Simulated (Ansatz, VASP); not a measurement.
**B in VASP and in Ansatz**

```
B
1.0
     1.46888   -2.66096    0.00000
     1.46888    2.66096    0.00000
     0.00000    0.00000    3.26533
B
4
Direct
  0.65578 0.34422 0.40977
  0.15578 0.84422 0.09023
  0.34422 0.65578 0.59023
  0.84422 0.15578 0.90977
```

Alike in both runs: functional r2SCAN; k mesh 18 × 18 × 14; occupations gaussian, width 0.1 eV; no spin polarisation.

Ansatz relaxed the structure, and its values are those at the end. VASP's run is a single point on that final structure, the one shown.

|  | VASP | Ansatz |
| --- | --- | --- |
| version | VASP 6.6.1 | Ansatz 0.2.0 |
| potentials or method | VASP PAW PBE potentials, release 64 (B), cutoff 520 eV | scalar-relativistic, plane waves, PAW |
| valence electrons in the cell | 12 | 12 |

Ansatz gave:

```
gap on the k mesh at the Fermi level (eV) : none
pressure (GPa)                            : 0.0
rms of the force components (eV/Å)        : 0.003
```

Estimate VASP's values.

gap on the k mesh at the Fermi level (eV): none; pressure (GPa): 0.1; rms of the force components (eV/Å): 0.008.

VASP's potentials were made for PBE, not for r2SCAN. A gap of «none» marks a metal or a gap that the smearing closes. The functional is the same, so the differences come from potentials, cutoffs and numerics.
